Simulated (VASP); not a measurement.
# TeW (F-43m) in VASP: a series of runs, part 2 of 2

VASP 6.6.1.

## (5) Single point, PBE, collinear spin

INCAR reads:

```
  PREC = Accurate
  ENCUT = 520
  EDIFF = 1E-6
  ISMEAR = 0
  SIGMA = 0.1
  LREAL = F
  LASPH = T
  NELM = 150
  ALGO = Normal
  ISIF = 2
  LWAVE = F
  LCHARG = F
  ISPIN = 2
  MAGMOM = 1.28 -0.02
  LORBIT = 11
  NUPDOWN = 1.75
  LMAXMIX = 4
  GGA = PE
  NBANDS = 21
```

KPOINTS reads:

```
Automatic mesh
0
Gamma
  12 12 12
```

POSCAR reads:

```
TeW
1.0
    0.0000000000      3.0618296945      3.0618296945
    3.0618296945      0.0000000000      3.0618296945
    3.0618296945      3.0618296945      0.0000000000
W Te
1 1
Direct
    0.0000000000      0.0000000000      0.0000000000
    0.2500000000      0.2500000000      0.2500000000
```

Potentials or basis: VASP PAW PBE potentials, release 64 (W_sv, Te).

Run with:

```sh
> cat potpaw_PBE.64/W_sv/POTCAR potpaw_PBE.64/Te/POTCAR > POTCAR
> mpirun -np 1 vasp_std > vasp.out
```

OUTCAR:

```text
PREC = Accurate
   ENCUT = 520
   EDIFF = 1E-6
   ISMEAR = 0
   LREAL = F
   LASPH = T
   NELM = 150
   ISIF = 2
   ISPIN = 2
   LORBIT = 11
   NUPDOWN = 1.75
   GGA = PE

 ion  position               nearest neighbor table
   1  0.000  0.000  0.000-   2 2.65   2 2.65   2 2.65   2 2.65
   2  0.250  0.250  0.250-   1 2.65   1 2.65   1 2.65   1 2.65

  LATTYP: Found a face centered cubic cell.
 ALAT       =     6.1236593890

  Lattice vectors:

 A1 = (   0.0000000000,   3.0618296945,   3.0618296945)
 A2 = (   3.0618296945,   0.0000000000,   3.0618296945)
 A3 = (   3.0618296945,   3.0618296945,   0.0000000000)

Analysis of symmetry for initial positions (statically):
=====================================================================
 Subroutine PRICEL returns:
 Original cell was already a primitive cell.

 Routine SETGRP: Setting up the symmetry group for a
 face centered cubic supercell.

 Subroutine GETGRP returns: Found 24 space group operations
 (whereof 24 operations were pure point group operations)
 out of a pool of 48 trial point group operations.

The static configuration has the point symmetry T_d .

Analysis of symmetry for dynamics (positions and initial velocities):
=====================================================================
 Subroutine PRICEL returns:
 Original cell was already a primitive cell.

 Routine SETGRP: Setting up the symmetry group for a
 face centered cubic supercell.

 Subroutine GETGRP returns: Found 24 space group operations
 (whereof 24 operations were pure point group operations)
 out of a pool of 48 trial point group operations.

The dynamic configuration has the point symmetry T_d .

Analysis of structural, dynamic, and magnetic symmetry:
=====================================================================
 Subroutine PRICEL returns:
 Original cell was already a primitive cell.

 Routine SETGRP: Setting up the symmetry group for a
 face centered cubic supercell.

 Subroutine GETGRP returns: Found 24 space group operations
 (whereof 24 operations were pure point group operations)
 out of a pool of 48 trial point group operations.

The overall configuration has the point symmetry T_d .

 Subroutine INISYM returns: Found 24 space group operations
 (whereof 24 operations are pure point group operations),
 and found     1 'primitive' translations

----------------------------------------------------------------------------------------

                                     Primitive cell

  volume of cell :      57.4081

  direct lattice vectors                    reciprocal lattice vectors
     0.000000000  3.061829695  3.061829695    -0.163301049  0.163301049  0.163301049
     3.061829695  0.000000000  3.061829695     0.163301049 -0.163301049  0.163301049
     3.061829695  3.061829695  0.000000000     0.163301049  0.163301049 -0.163301049

  length of vectors
     4.330081080  4.330081080  4.330081080     0.282845713  0.282845713  0.282845713

  position of ions in fractional coordinates (direct lattice)
     0.000000000  0.000000000  0.000000000
     0.250000000  0.250000000  0.250000000

  ion indices of the primitive-cell ions
   primitive index   ion index
                 1           1
                 2           2

[... 62 lines left out ...]
   PREC   = accura    normal or accurate (medium, high low for compatibility)
   ISTART =      0    job   : 0-new  1-cont  2-samecut
   ICHARG =      2    charge: 1-file 2-atom 10-const
   ISPIN  =      2    spin polarized calculation?
   LNONCOLLINEAR =      F non collinear calculations
   LSORBIT =      F    spin-orbit coupling
   LASPH  =      T    aspherical Exc in radial PAW
   ENCUT  =  520.0 eV  38.22 Ry    6.18 a.u.   8.05  8.05  8.05*2*pi/ulx,y,z
   NELM   =    150;   NELMIN=  2; NELMDL= -5     # of ELM steps
   EDIFF  = 0.1E-05   stopping-criterion for ELM
   LREAL  =      F    real-space projection
   EDIFFG = 0.1E-04   stopping-criterion for IOM
   NSW    =      0    number of steps for IOM
   IBRION =     -1    ionic relax: 0-MD 1-quasi-New 2-CG
   NFREE  =      0    steps in history (QN), initial steepest desc. (CG)
   ISIF   =      2    stress and relaxation
   ISYM   =      2    0-nonsym 1-usesym 2-fastsym
   POTIM  = 0.5000    time-step for ionic-motion
   TEBEG  =    0.0;   TEEND  =   0.0 temperature during run
   PSTRESS=    0.0 pullay stress
   NELECT =      20.0000    total number of electrons
   NUPDOWN=       1.7500    fix difference up-down
   EMIN   =  10.00;   EMAX   =-10.00  energy-range for DOS
   EFERMI =   0.00;   METHOD = LEGACY
   ISMEAR =     0;   SIGMA  =   0.10  broadening in eV -4-tet -1-fermi 0-gaus
   EFERMI_NEDOS =   21; number of points for ismear=-14 and -15
   IALGO  =     38    algorithm
   IMIX   =      4    mixing-type and parameters
     AMIX     =   0.40;   BMIX     =  1.00
     AMIX_MAG =   1.60;   BMIX_MAG =  1.00
  volume/ion in A,a.u.               =      28.70       193.70
  Fermi-wavevector in a.u.,A,eV,Ry     =   1.151933  2.176837 18.054239  1.326949
  Thomas-Fermi vector in A             =   2.288587
   LORBIT       =     11    0 simple, 1 ext, 2 COOP (PROOUT), +10 PAW based schemes
   GGA     = PE    functional components
   LHFCALC =     F    Hartree Fock is set to
   AEXX    =    0.0000 exact exchange contribution
   IVDW    =     0    specifies the selected vdW correction
   LEPSILON=     F    determine dielectric tensor
   LRPA    =     F    only Hartree local field effects (RPA)
 spin polarized calculation
 Gauss-broadening in eV      SIGMA  =   0.10
  energy-cutoff  :      520.00
  volume of cell :       57.41
 maximum number of plane-waves:      1572
   NGX = 17   NGY = 17   NGZ = 17

 number of electron      20.0000001 magnetization       1.7498605

 Free energy of the ion-electron system (eV)
  ---------------------------------------------------
  ext. energy  EPLUGINS =         0.00000000
  ---------------------------------------------------
  free energy    TOTEN  =       -13.17325621 eV

  energy without entropy =      -13.15693335  energy(sigma->0) =      -13.16509478

 E-fermi :   6.3382     XC(G=0):  -9.8328

 val. band max:        6.7546617029   @ k =  -0.3333   0.5000   0.1667
 cond. band min:       6.3390329093   @ k =  -0.2500   0.2500   0.0833
 fundamental gap:     -0.4156287935
 Fermi energy:         6.7809026681

 spin component 1

 k-point     1 :       0.0000    0.0000    0.0000
  band No.  band energies     occupation
      1     -67.9094      1.00000
      2     -32.2709      1.00000
      3     -32.2709      1.00000
      4     -32.2708      1.00000
      5      -6.6786      1.00000
      6       2.0269      1.00000
[... 565 lines left out ...]
     20      17.2954      0.00000
     21      19.9448      0.00000

 [... further k-points ...]

 spin component 2

 k-point     1 :       0.0000    0.0000    0.0000
  band No.  band energies     occupation
      1     -67.3131      1.00000
      2     -31.4611      1.00000
      3     -31.4611      1.00000
      4     -31.4611      1.00000
      5      -6.5596      1.00000
      6       2.3867      1.00000
[... 565 lines left out ...]
     20      17.7045      0.00000
     21      20.2172      0.00000

 [... further k-points ...]

------------------------ aborting loop because EDIFF is reached ----------------------------------------

  FORCE on cell =-STRESS in cart. coord.  units (eV):
  Direction    XX          YY          ZZ          XY          YZ          ZX
  --------------------------------------------------------------------------------------
  -------------------------------------------------------------------------------------
  Total        0.2677399      0.2677399      0.2677399     -0.0000000     -0.0000000     -0.0000000
  in kB        7.4722365      7.4722365      7.4722365     -0.0000000     -0.0000000     -0.0000000
  external PRESSURE =       7.4722365 kB  Pullay stress =       0.0000000 kB

 VOLUME and BASIS-vectors are now :
 -----------------------------------------------------------------------------
  energy-cutoff  :      520.00
  volume of cell :       57.41
      direct lattice vectors                 reciprocal lattice vectors
     0.000000000  3.061829695  3.061829695    -0.163301049  0.163301049  0.163301049
     3.061829695  0.000000000  3.061829695     0.163301049 -0.163301049  0.163301049
     3.061829695  3.061829695  0.000000000     0.163301049  0.163301049 -0.163301049

 POSITION                                       TOTAL-FORCE (eV/Angst)
 -----------------------------------------------------------------------------------
      0.00000      0.00000      0.00000         0.000000      0.000000      0.000000
      1.53091      1.53091      1.53091        -0.000000     -0.000000     -0.000000
 -----------------------------------------------------------------------------------
    total drift:                               -0.000000     -0.000000     -0.000000

  FREE ENERGIE OF THE ION-ELECTRON SYSTEM (eV)
  ---------------------------------------------------
  free  energy   TOTEN  =       -13.1732562074 eV

  energy  without entropy=      -13.1569333490  energy(sigma->0) =      -13.16509478

 total charge

# of ion       s       p       d       tot
------------------------------------------
    1        2.332   6.135   3.486  11.953
    2        1.322   2.057   0.132   3.511
--------------------------------------------------
tot          3.654   8.192   3.618  15.464

 magnetization (x)

# of ion       s       p       d       tot
------------------------------------------
    1        0.054   0.021   1.275   1.350
    2       -0.010  -0.059   0.035  -0.034
--------------------------------------------------
tot          0.045  -0.039   1.310   1.316
```

OSZICAR:

```text
N       E                     dE             d eps       ncg     rms          rms(c)
DAV:   1     0.147042242815E+03    0.14704E+03   -0.90480E+03  6048   0.883E+02
DAV:   2    -0.749378269535E+01   -0.15454E+03   -0.14917E+03  6829   0.262E+02
DAV:   3    -0.131893270659E+02   -0.56955E+01   -0.56281E+01  7391   0.477E+01
DAV:   4    -0.132690047657E+02   -0.79678E-01   -0.79647E-01  6984   0.603E+00
DAV:   5    -0.132707373168E+02   -0.17326E-02   -0.17325E-02  7282   0.859E-01    0.123E+01
DAV:   6    -0.131792196844E+02    0.91518E-01   -0.10778E+00  6623   0.649E+00    0.518E+00
DAV:   7    -0.131733123944E+02    0.59073E-02   -0.68153E-02  6823   0.182E+00    0.296E+00
DAV:   8    -0.131736313916E+02   -0.31900E-03   -0.11222E-02  6978   0.812E-01    0.138E+00
DAV:   9    -0.131729252533E+02    0.70614E-03   -0.15136E-03  6982   0.254E-01    0.171E-01
DAV:  10    -0.131731553599E+02   -0.23011E-03   -0.29253E-04  6859   0.128E-01    0.967E-02
DAV:  11    -0.131732324173E+02   -0.77057E-04   -0.57399E-05  6813   0.505E-02    0.371E-02
DAV:  12    -0.131732551285E+02   -0.22711E-04   -0.20233E-05  6768   0.267E-02    0.116E-02
DAV:  13    -0.131732562174E+02   -0.10889E-05   -0.89389E-07  6232   0.591E-03    0.394E-03
DAV:  14    -0.131732562074E+02    0.10024E-07   -0.53223E-07  5408   0.427E-03
   1 F= -.13173256E+02 E0= -.13165095E+02  d E =-.163229E-01  mag=     1.7500
```

Run time: 99 s. Hardware: 1 thread of Intel Xeon Platinum 8488C (Sapphire Rapids), shared host; peak memory 0.29 GiB.

What came out:

```
Free energy                                           : -13.1733 eV
Pressure                                              : 0.7 GPa
Net moment                                            : 1.75 μB per cell
Site moments                                          : W +1.35; Te -0.03 μB
Valence electrons inside the program's atomic spheres : W 11.95; Te 3.51
```

Caveat: spin-orbit coupling is left out, which moves the levels of the heavy elements; the total moment is fixed, so each spin has its own Fermi level.

## (6) Summary

| fixed moment (μB) | pressure (GPa) | moment (μB) |
| --- | --- | --- |
| 1.0 | -0.5 | 1.00 |
| 1.25 | -0.2 | 1.25 |
| 1.5 | 0.2 | 1.50 |
| 1.75 | 0.7 | 1.75 |

Alike in all rows: task single point; level PBE; potentials or basis VASP PAW PBE potentials, release 64 (W_sv, Te); spin collinear; cell as given; k mesh 12 × 12 × 12; cutoff (eV) 520; smearing gaussian 0.1 eV.

Caveats: spin-orbit coupling is left out, which moves the levels of the heavy elements; the total moment is fixed, so each spin has its own Fermi level.

Absolute energies hang on the potentials; compare differences alone.
